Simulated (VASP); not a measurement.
# O (R-3m) in VASP: a series of runs

Runs on O. Level: PBE. Tasks: single point.

All numbers are computed with VASP 6.6.1; they aren't measurements. Logs are shortened: lines on timing, memory, paths and dates and some standing lists are left out, and cuts for length are marked.

**1. The cell of the first run**

It takes space group R-3m (No. 166, trigonal). Conventional cell: a = 2.847 Å, b = 2.847 Å, c = 10.225 Å, α = 90.00°, β = 90.00°, γ = 120.00°. Within 1.6 Å of O (site symmetry 3m) lie 1 O at 1.18 Å.

**2. Single point, PBE**

INCAR

```
  PREC = Accurate
  ENCUT = 520
  EDIFF = 1E-7
  ISMEAR = -1
  SIGMA = 0.03
  LREAL = F
  LASPH = T
  NELM = 60
  ALGO = Normal
  ISIF = 2
  LWAVE = F
  LCHARG = F
  GGA = PE
  NBANDS = 13
```

KPOINTS

```
Automatic mesh
0
Gamma
  10 10 10
```

POSCAR

```
O
1.0
    1.4233500000      0.8217715057      3.4083000000
   -1.4233500000      0.8217715057      3.4083000000
    0.0000000000     -1.6435430113      3.4083000000
O
2
Direct
    0.0577000000      0.0577000000      0.0577000000
    0.9423000000      0.9423000000      0.9423000000
```

Potentials or basis: VASP PAW PBE potentials, release 64 (O).

On the command line:

```bash
$ cat potpaw_PBE.64/O/POTCAR > POTCAR
$ mpirun -np 1 vasp_std > vasp.out
```

OUTCAR:

```text
PREC = Accurate
   ENCUT = 520
   EDIFF = 1E-7
   ISMEAR = -1
   LREAL = F
   LASPH = T
   NELM = 60
   ISIF = 2
   GGA = PE

 ion  position               nearest neighbor table
   1  0.058  0.058  0.058-   2 1.18
   2  0.942  0.942  0.942-   1 1.18

  LATTYP: Found a trigonal (rhomboedric) cell.
 ALAT       =     3.7838792951
 COS(alpha) =     0.7170049371

  Lattice vectors:

 A1 = (   1.4233500000,   0.8217715057,   3.4083000000)
 A2 = (  -1.4233500000,   0.8217715057,   3.4083000000)
 A3 = (   0.0000000000,  -1.6435430113,   3.4083000000)

Analysis of symmetry for initial positions (statically):
=====================================================================
 Subroutine PRICEL returns:
 Original cell was already a primitive cell.

 Routine SETGRP: Setting up the symmetry group for a
 trigonal (rhombohedral) supercell.

 Subroutine GETGRP returns: Found 12 space group operations
 (whereof 12 operations were pure point group operations)
 out of a pool of 12 trial point group operations.

The static configuration has the point symmetry D_3d.

Analysis of symmetry for dynamics (positions and initial velocities):
=====================================================================
 Subroutine PRICEL returns:
 Original cell was already a primitive cell.

 Routine SETGRP: Setting up the symmetry group for a
 trigonal (rhombohedral) supercell.

 Subroutine GETGRP returns: Found 12 space group operations
 (whereof 12 operations were pure point group operations)
 out of a pool of 12 trial point group operations.

The dynamic configuration has the point symmetry D_3d.

 Subroutine INISYM returns: Found 12 space group operations
 (whereof 12 operations are pure point group operations),
 and found     1 'primitive' translations

----------------------------------------------------------------------------------------

                                     Primitive cell

  volume of cell :      23.9195

  direct lattice vectors                    reciprocal lattice vectors
     1.423350000  0.821771506  3.408300000     0.351283943  0.202813879  0.097800467
    -1.423350000  0.821771506  3.408300000    -0.351283943  0.202813879  0.097800467
     0.000000000 -1.643543011  3.408300000     0.000000000 -0.405627758  0.097800467

  length of vectors
     3.783879295  3.783879295  3.783879295     0.417251494  0.417251494  0.417251494

  position of ions in fractional coordinates (direct lattice)
     0.057700000  0.057700000  0.057700000
     0.942300000  0.942300000  0.942300000

  ion indices of the primitive-cell ions
   primitive index   ion index
                 1           1
                 2           2

----------------------------------------------------------------------------------------

 KPOINTS: Automatic mesh

Automatic generation of k-mesh.
 Grid dimensions read from file:
 generate k-points for:   10   10   10

 Generating k-lattice:

  Cartesian coordinates                     Fractional coordinates (reciprocal lattice)
     0.035128394  0.020281388  0.009780047     0.100000000  0.000000000  0.000000000
    -0.035128394  0.020281388  0.009780047     0.000000000  0.100000000  0.000000000
     0.000000000 -0.040562776  0.009780047     0.000000000  0.000000000  0.100000000

  Length of vectors
     0.041725149  0.041725149  0.041725149

  Shift w.r.t. Gamma in fractional coordinates (k-lattice)
     0.000000000  0.000000000  0.000000000

 Subroutine IBZKPT returns following result:
 ===========================================

 Found    116 irreducible k-points:

 Following reciprocal coordinates:
            Coordinates               Weight
  0.000000  0.000000  0.000000      1.000000
  0.100000  0.000000  0.000000      6.000000
  0.200000  0.000000  0.000000      6.000000
  0.300000  0.000000  0.000000      6.000000
  0.400000  0.000000  0.000000      6.000000
  0.500000  0.000000  0.000000      3.000000
[... 16 lines left out ...]
  0.300000  0.300000  0.000000      6.000000
  0.400000  0.300000  0.000000     12.000000
 [... further k-points ...]
   k-points           NKPTS =    116   k-points in BZ     NKDIM =    116   number of bands    NBANDS=     13
   number of dos      NEDOS =    301   number of ions     NIONS =      2
   total plane-waves  NPLWV =  21952
   dimension x,y,z NGX =    28 NGY =   28 NGZ =   28
   dimension x,y,z NGXF=    56 NGYF=   56 NGZF=   56
   ions per type =               2
   NGX,Y,Z   is equivalent  to a cutoff of  12.30, 12.30, 12.30 a.u.
   NGXF,Y,Z  is equivalent  to a cutoff of  24.60, 24.60, 24.60 a.u.
 SYSTEM =  unknown system
   PREC   = accura    normal or accurate (medium, high low for compatibility)
   ISTART =      0    job   : 0-new  1-cont  2-samecut
   ICHARG =      2    charge: 1-file 2-atom 10-const
   ISPIN  =      1    spin polarized calculation?
   LNONCOLLINEAR =      F non collinear calculations
   LSORBIT =      F    spin-orbit coupling
   LASPH  =      T    aspherical Exc in radial PAW
   ENCUT  =  520.0 eV  38.22 Ry    6.18 a.u.   7.04  7.04  7.04*2*pi/ulx,y,z
   NELM   =     60;   NELMIN=  2; NELMDL= -5     # of ELM steps
   EDIFF  = 0.1E-06   stopping-criterion for ELM
   LREAL  =      F    real-space projection
   EDIFFG = 0.1E-05   stopping-criterion for IOM
   NSW    =      0    number of steps for IOM
   IBRION =     -1    ionic relax: 0-MD 1-quasi-New 2-CG
   NFREE  =      0    steps in history (QN), initial steepest desc. (CG)
   ISIF   =      2    stress and relaxation
   ISYM   =      2    0-nonsym 1-usesym 2-fastsym
   POTIM  = 0.5000    time-step for ionic-motion
   TEBEG  =    0.0;   TEEND  =   0.0 temperature during run
   PSTRESS=    0.0 pullay stress
   NELECT =      12.0000    total number of electrons
   NUPDOWN=      -1.0000    fix difference up-down
   EMIN   =  10.00;   EMAX   =-10.00  energy-range for DOS
   EFERMI =   0.00;   METHOD = LEGACY
   ISMEAR =    -1;   SIGMA  =   0.03  broadening in eV -4-tet -1-fermi 0-gaus
   EFERMI_NEDOS =   21; number of points for ismear=-14 and -15
   IALGO  =     38    algorithm
   IMIX   =      4    mixing-type and parameters
     AMIX     =   0.40;   BMIX     =  1.00
     AMIX_MAG =   1.60;   BMIX_MAG =  1.00
  volume/ion in A,a.u.               =      11.96        80.71
  Fermi-wavevector in a.u.,A,eV,Ry     =   1.300822  2.458198 23.022943  1.692139
  Thomas-Fermi vector in A             =   2.431996
   LORBIT       =      0    0 simple, 1 ext, 2 COOP (PROOUT), +10 PAW based schemes
   GGA     = PE    functional components
   LHFCALC =     F    Hartree Fock is set to
   AEXX    =    0.0000 exact exchange contribution
   IVDW    =     0    specifies the selected vdW correction
   LEPSILON=     F    determine dielectric tensor
   LRPA    =     F    only Hartree local field effects (RPA)
 non-spin polarized calculation
  energy-cutoff  :      520.00
  volume of cell :       23.92
 maximum number of plane-waves:       654
   NGX = 15   NGY = 15   NGZ = 15

 number of electron      11.9999999 magnetization

 Free energy of the ion-electron system (eV)
  ---------------------------------------------------
  ext. energy  EPLUGINS =         0.00000000
  ---------------------------------------------------
  free energy    TOTEN  =        -9.29593032 eV

  energy without entropy =       -9.29125835  energy(sigma->0) =       -9.29359434

 E-fermi :   0.4330     XC(G=0):  -9.1965

 val. band max:        0.4097302741   @ k =  -0.4000   0.1000  -0.0000
 cond. band min:       0.4382692538   @ k =   0.5000   0.5000   0.3000
 fundamental gap:      0.0285389797
 Fermi energy:         0.4329645716

 k-point     1 :       0.0000    0.0000    0.0000
  band No.  band energies     occupation
      1     -27.7459      2.00000
      2     -13.4333      2.00000
      3      -8.7150      2.00000
      4      -6.1568      2.00000
      5      -6.1568      2.00000
      6       0.9887      0.00000
      7       0.9887      0.00000
      8       8.7251      0.00000
      9      12.1558      0.00000
     10      15.4593      0.00000
     11      19.1309      0.00000
     12      21.7503      0.00000
     13      21.7503      0.00000

 k-point     2 :       0.1000    0.0000    0.0000
  band No.  band energies     occupation
      1     -27.7130      2.00000
      2     -13.4214      2.00000
      3      -8.6581      2.00000
      4      -6.3248      2.00000
      5      -6.1945      2.00000
      6       0.8476      0.00000
      7       0.9404      0.00000
      8       9.0410      0.00000
      9      12.1513      0.00000
     10      15.4705      0.00000
     11      19.3415      0.00000
     12      20.3343      0.00000
     13      22.1408      0.00000

 k-point     3 :       0.2000    0.0000    0.0000
  band No.  band energies     occupation
      1     -27.6267      2.00000
      2     -13.3873      2.00000
      3      -8.5230      2.00000
      4      -6.7325      2.00000
      5      -6.2918      2.00000
      6       0.4971      0.21065
      7       0.8157      0.00001
      8       9.8294      0.00000
      9      12.1254      0.00000
     10      15.6450      0.00000
     11      17.8140      0.00000
     12      20.5364      0.00000
     13      22.1742      0.00000

 k-point     4 :       0.3000    0.0000    0.0000
  band No.  band energies     occupation
      1     -27.5175      2.00000
      2     -13.3393      2.00000
      3      -8.4060      2.00000
      4      -7.1587      2.00000
      5      -6.4092      2.00000
      6       0.0999      1.99997
      7       0.6646      0.00089
      8      10.6482      0.00000
      9      12.1911      0.00000
     10      15.6344      0.00000
     11      16.6174      0.00000
     12      20.4592      0.00000
     13      21.3964      0.00000

 k-point     5 :       0.4000    0.0000    0.0000
  band No.  band energies     occupation
      1     -27.4272      2.00000
      2     -13.2956      2.00000
      3      -8.3980      2.00000
      4      -7.4010      2.00000
      5      -6.5019      2.00000
      6      -0.1936      2.00000
      7       0.5449      0.04679
      8      11.0020      0.00000
      9      12.6269      0.00000
     10      14.4765      0.00000
     11      17.3542      0.00000
     12      19.2996      0.00000
     13      21.8338      0.00000
[... 257 lines left out ...]
 k-point    22 :      -0.2000    0.2000    0.0000
  band No.  band energies     occupation
      1     -27.4699      2.00000
      2     -13.2471      2.00000
      3      -8.4899      2.00000
      4      -7.0363      2.00000
      5      -6.7269      2.00000
      6      -0.0769      2.00000
      7       0.4835      0.31337
      8      11.4357      0.00000
      9      11.8696      0.00000
     10      16.0628      0.00000
     11      17.0881      0.00000
     12      19.0757      0.00000
     13      20.9718      0.00000

 k-point    23 :       0.3000    0.3000    0.0000
  band No.  band energies     occupation
      1     -27.5014      2.00000
      2     -13.6115      2.00000
      3      -8.1078      2.00000
      4      -6.8975      2.00000
      5      -6.5453      2.00000
      6      -0.2511      2.00000
      7       1.0161      0.00000
      8      10.1665      0.00000
      9      12.3524      0.00000
     10      15.1251      0.00000
     11      16.4831      0.00000
     12      20.2506      0.00000
     13      22.9673      0.00000

 k-point    24 :       0.4000    0.3000    0.0000
  band No.  band energies     occupation
      1     -27.4377      2.00000
      2     -13.5987      2.00000
      3      -8.0908      2.00000
      4      -6.9340      2.00000
      5      -6.7302      2.00000
      6      -0.4744      2.00000
      7       0.9136      0.00000
      8      10.4027      0.00000
      9      12.6149      0.00000
     10      15.2940      0.00000
     11      15.9802      0.00000
     12      19.7553      0.00000
     13      22.4836      0.00000

 [... further k-points ...]

------------------------ aborting loop because EDIFF is reached ----------------------------------------

  FORCE on cell =-STRESS in cart. coord.  units (eV):
  Direction    XX          YY          ZZ          XY          YZ          ZX
  --------------------------------------------------------------------------------------
  -------------------------------------------------------------------------------------
  Total       -0.9332443     -0.9332443      6.0589669      0.0000000      0.0000000      0.0000000
  in kB      -62.5106561    -62.5106561    405.8423047      0.0000000      0.0000000      0.0000000
  external PRESSURE =      93.6069975 kB  Pullay stress =       0.0000000 kB

 VOLUME and BASIS-vectors are now :
 -----------------------------------------------------------------------------
  energy-cutoff  :      520.00
  volume of cell :       23.92
      direct lattice vectors                 reciprocal lattice vectors
     1.423350000  0.821771506  3.408300000     0.351283943  0.202813879  0.097800467
    -1.423350000  0.821771506  3.408300000    -0.351283943  0.202813879  0.097800467
     0.000000000 -1.643543011  3.408300000     0.000000000 -0.405627758  0.097800467

 POSITION                                       TOTAL-FORCE (eV/Angst)
 -----------------------------------------------------------------------------------
      0.00000      0.00000      0.58998         0.000000      0.000000      4.295622
      0.00000      0.00000      9.63492         0.000000     -0.000000     -4.295622
 -----------------------------------------------------------------------------------
    total drift:                                0.000000     -0.000000      0.000000

  FREE ENERGIE OF THE ION-ELECTRON SYSTEM (eV)
  ---------------------------------------------------
  free  energy   TOTEN  =        -9.2959303223 eV

  energy  without entropy=       -9.2912583509  energy(sigma->0) =       -9.29359434
```

It took 60 s on 1 thread of AMD EPYC 7R13, shared host; peak memory 0.13 GiB.

What came out:

- Free energy: -9.2959 eV
- Pressure: 9.4 GPa
- Largest force: 4.296 eV/Å
- Band gap on the k mesh: zero (bands 6 and 7 overlap by 1.29 eV)

Forces in eV/Å, atoms in the order of the input:
```
O    0.000  0.000  4.296
O    0.000  0.000 -4.296
```

Caveat: the standard files for N, O and F lose accuracy on very short bonds; spin is off for a triplet molecule; the stress differs along the axes, from -6 to 41 GPa; this functional lacks dispersion, which holds the molecules together, so the pressure and a relaxed volume are unreliable; forces of over 1 eV/Å act on the atoms, so gaps and moduli don't describe the material at rest.

**3. Single point, PBE (shortest bond scaled by 0.88)**

INCAR

```
SYSTEM = O
  PREC = Accurate
  ENCUT = 520
  EDIFF = 1E-7
  ISMEAR = -1
  SIGMA = 0.03
  LREAL = .FALSE.
  LASPH = .TRUE.
  NELM = 100
  ALGO = Normal
  ISIF = 2
  LWAVE = .FALSE.
  LCHARG = .TRUE.
  GGA = PE
  LELF = .TRUE.
  LVHAR = .TRUE.
  NBANDS = 13
```

KPOINTS

```
Automatic mesh
0
G
  10 10 10
  0 0 0
```

POSCAR

```
O
1.0
    1.4233500000      0.8217715057      3.4083000000
   -1.4233500000      0.8217715057      3.4083000000
    0.0000000000     -1.6435430113      3.4083000000
O
2
Direct
    0.0507760000      0.0507760000      0.0507760000
    0.9492240000      0.9492240000      0.9492240000
```

Potentials or basis: VASP PAW PBE potentials, release 64 (O).

On the command line:

```bash
$ cat potpaw_PBE.64/O/POTCAR > POTCAR
$ mpirun -np 1 vasp_std > vasp.out
```

It took 70 s on 1 thread of AMD EPYC 7R13, shared host; peak memory 0.13 GiB.

Results (log left out):

```
Free energy            : -7.1905 eV
Pressure               : 64.7 GPa
Largest force          : 29.380 eV/Å
Band gap on the k mesh : zero (bands 6 and 7 overlap by 1.37 eV)
```

Forces in eV/Å, atoms in the order of the input:
```
O     0.000   0.000  29.380
O     0.000   0.000 -29.380
```

Stress tensor (GPa, compression positive):
```
 -7.36   0.00   0.00
  0.00  -7.36   0.00
  0.00   0.00 208.73
```

Levels at points of the mesh, in eV from the Fermi level:
```
           k point  band 2  band 3  band 4  band 5  band 6  band 7  band 8  band 9  band 10  band 11
(0.00, 0.00, 0.00)  -14.20  -10.87  -10.01  -10.01    0.61    0.61    6.89   12.46    15.00    19.52
(0.50, 0.00, 0.00)  -13.99  -11.90  -10.35   -9.54   -0.86    0.12    9.89   11.06    16.08    16.19
(0.50, 0.50, 0.00)  -14.31  -11.79  -10.47   -9.04   -1.46    0.59   10.27   11.24    13.81    15.09
(0.50, 0.50, 0.50)  -15.27  -10.06  -10.06   -9.21    0.81    0.81    7.16    8.08    16.61    18.81
```

Caveat: the cell differs from its parent crystal (shortest bond scaled by 0.88); the standard files for N, O and F lose accuracy on very short bonds; spin is off for a triplet molecule; the stress differs along the axes, from -7 to 209 GPa; this functional lacks dispersion, which holds the molecules together, so the pressure and a relaxed volume are unreliable; forces of over 1 eV/Å act on the atoms, so gaps and moduli don't describe the material at rest.

**4. Single point, PBE (shortest bond scaled by 0.82)**

INCAR

```
SYSTEM = O
  ALGO = Normal
  EDIFF = 1E-7
  ENCUT = 520
  GGA = PE
  ISIF = 2
  ISMEAR = -1
  LASPH = .True.
  LCHARG = .False.
  LREAL = .False.
  LWAVE = .False.
  NBANDS = 13
  NELM = 60
  PREC = Accurate
  SIGMA = 0.03
```

KPOINTS

```
k-points
0
Gamma
  10 10 10
  0 0 0
```

POSCAR

```
O
1.0
    1.4233500000      0.8217715057      3.4083000000
   -1.4233500000      0.8217715057      3.4083000000
    0.0000000000     -1.6435430113      3.4083000000
O
2
Direct
    0.0473140000      0.0473140000      0.0473140000
    0.9526860000      0.9526860000      0.9526860000
```

On the command line:

```bash
$ cat potpaw_PBE.64/O/POTCAR > POTCAR
$ mpirun -np 1 vasp_std > vasp.out
```

Run time: 69 s. Hardware: 1 thread of AMD EPYC 7R13, shared host; peak memory 0.13 GiB.

Results (log left out):

| Item | Value |
| --- | --- |
| Free energy | -4.3101 eV |
| Pressure | 112.1 GPa |
| Largest force | 53.812 eV/Å |
| Band gap on the k mesh | zero (bands 6 and 7 overlap by 1.44 eV) |

Forces on the atoms (eV/Å):
```
O     0.000   0.000  53.812
O     0.000   0.000 -53.812
```

Stress tensor (GPa, compression positive):
```
 -7.78   0.00   0.00
  0.00  -7.78   0.00
  0.00   0.00 352.01
```

Levels at points of the mesh, in eV from the Fermi level:
```tsv
k point	band 4	band 5	band 6	band 7	band 8	band 9
(0.00, 0.00, 0.00)	-12.20	-11.92	0.66	0.66	6.05	11.08
(0.50, 0.00, 0.00)	-12.51	-10.54	-0.93	0.15	8.63	10.08
(0.50, 0.50, 0.00)	-12.60	-10.10	-1.55	0.60	9.35	10.28
(0.50, 0.50, 0.50)	-12.23	-10.45	0.85	0.85	6.34	7.33
```

Caveat: the cell differs from its parent crystal (shortest bond scaled by 0.82); the standard files for N, O and F lose accuracy on very short bonds; spin is off for a triplet molecule; the stress differs along the axes, from -8 to 352 GPa; this functional lacks dispersion, which holds the molecules together, so the pressure and a relaxed volume are unreliable; forces of over 1 eV/Å act on the atoms, so gaps and moduli don't describe the material at rest.

**5. Summary**

```csv
cell,gap on the mesh (eV),pressure (GPa),largest force (eV/Å)
"as given, atomic positions A",none,9.4,4.30
"as given, atomic positions B",none,64.7,29.38
"as given, atomic positions C",none,112.1,53.81
```

Alike in all rows: task single point; level PBE; potentials or basis VASP PAW PBE potentials, release 64 (O); no spin polarisation; k mesh 10 × 10 × 10; cutoff (eV) 520; smearing fermi-dirac 0.03 eV.

Caveats: the standard files for N, O and F lose accuracy on very short bonds; spin is off for a triplet molecule; this functional lacks dispersion, which holds the molecules together, so the pressure and a relaxed volume are unreliable; forces of over 1 eV/Å act on the atoms, so gaps and moduli don't describe the material at rest; the stress differs along the axes, from -6 to 41 GPa (at least some runs); the stress differs along the axes, from -7 to 209 GPa (at least some runs); the stress differs along the axes, from -8 to 352 GPa (at least some runs).

Total energies depend on the potentials used, so only differences within one code and one set of settings carry meaning.

The gap in the log of VASP goes by the Fermi energy; the results here count the filled bands.